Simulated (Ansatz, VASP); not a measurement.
# Ta3SnO4 in VASP and in Ansatz

File INCAR:

```
PREC     = Accurate       # precision mode
ENCUT    = 520            # plane-wave cutoff, eV
EDIFF    = 1E-6           # SCF threshold, eV
ISMEAR   = 0              # smearing method
SIGMA    = 0.1            # smearing width, eV
LREAL    = False          # projectors in reciprocal space
LASPH    = True           # aspherical terms in the spheres
NELM     = 150            # most SCF steps
ALGO     = Normal         # electronic algorithm
ISIF     = 2              # what is computed and relaxed
LWAVE    = False          # write WAVECAR
LCHARG   = True           # write CHGCAR
ISPIN    = 2              # spin polarisation
MAGMOM   = 1 1 1 0 0 0 0 0 # initial moments
LORBIT   = 11             # projections on sites
LMAXMIX  = 4              # l up to which the mixer works
GGA      = PE             # functional
LELF     = True           # ELF
LVHAR    = True         
NBANDS   = 50             # bands
```

File KPOINTS:

```
regular mesh
0
Gamma
  4 4 4
```

File POSCAR:

```
Ta3SnO4
1.0
    4.5269337200      0.0000000000      0.0000000000
    0.0000000000      4.5269337200      0.0000000000
    0.0000000000      0.0000000000      4.5269337200
Ta Sn O
3 1 4
Direct
    0.0000000000      0.5000000000      0.5000000000
    0.5000000000      0.0000000000      0.5000000000
    0.5000000000      0.5000000000      0.0000000000
    0.0000000000      0.0000000000      0.0000000000
    0.5000000000      0.0000000000      0.0000000000
    0.5000000000      0.5000000000      0.5000000000
    0.0000000000      0.0000000000      0.5000000000
    0.0000000000      0.5000000000      0.0000000000
```

Input for Ansatz:

```yaml
crystal:
  lattice:
    - [4.52693372, 0.0, 0.0]
    - [0.0, 4.52693372, 0.0]
    - [0.0, 0.0, 4.52693372]
  atoms:
    - { symbol: Ta, position: [0.0, 0.5, 0.5], spin: 1.0 }
    - { symbol: Ta, position: [0.5, 0.0, 0.5], spin: 1.0 }
    - { symbol: Ta, position: [0.5, 0.5, 0.0], spin: 1.0 }
    - { symbol: Sn, position: [0.0, 0.0, 0.0] }
    - { symbol: O, position: [0.5, 0.0, 0.0] }
    - { symbol: O, position: [0.5, 0.5, 0.5] }
    - { symbol: O, position: [0.0, 0.0, 0.5] }
    - { symbol: O, position: [0.0, 0.5, 0.0] }
basis:
  ecutwfc: 420
kpoints:
  mp_grid: { grid: [4, 4, 4] }
hamiltonian:
  xc: pbe
scf:
  occupations: { method: gaussian, width: 0.1 }
  lower_state_search: "off"
output:
  forces: true
  stress: true
  eigenvalues: true
  populations: true
magnetization:
  spin_polarized: true
```

Change from the starting cell: species swapped into the LiMg3O4 type (Pm-3m, No. 221).

Alike in both runs: task single point; functional PBE; k mesh 4 × 4 × 4; occupations gaussian, width 0.1 eV; collinear spin.

|  | VASP | Ansatz |
| --- | --- | --- |
| version | VASP 6.6.1 | Ansatz 0.2.0 |
| potentials or method | VASP PAW PBE potentials, release 64 (Ta_pv, Sn_d, O), cutoff 520 eV | scalar-relativistic, plane waves, PAW |
| valence electrons in the cell | 71 | 77 |

|  | VASP | Ansatz | Ansatz less VASP |
| --- | --- | --- | --- |
| gap on the k mesh at the Fermi level (eV) | none | none | - |
| pressure (GPa) | 16.3 | 15.8 | -0.49 |
| net moment per atom (μB) | 0.15 | 0.15 | -0.001 |
| size of the moment on the site where the two differ most (μB) | 0.21 | 0.13 | -0.072 |

Site moments also hang on the region over which each program counts them. A gap of «none» marks a metal or a gap that the smearing closes. VASP's potentials hold 71 valence electrons a cell and Ansatz's 77, so a difference there can come from the potentials and not from the codes.

Spin-orbit coupling is off throughout.
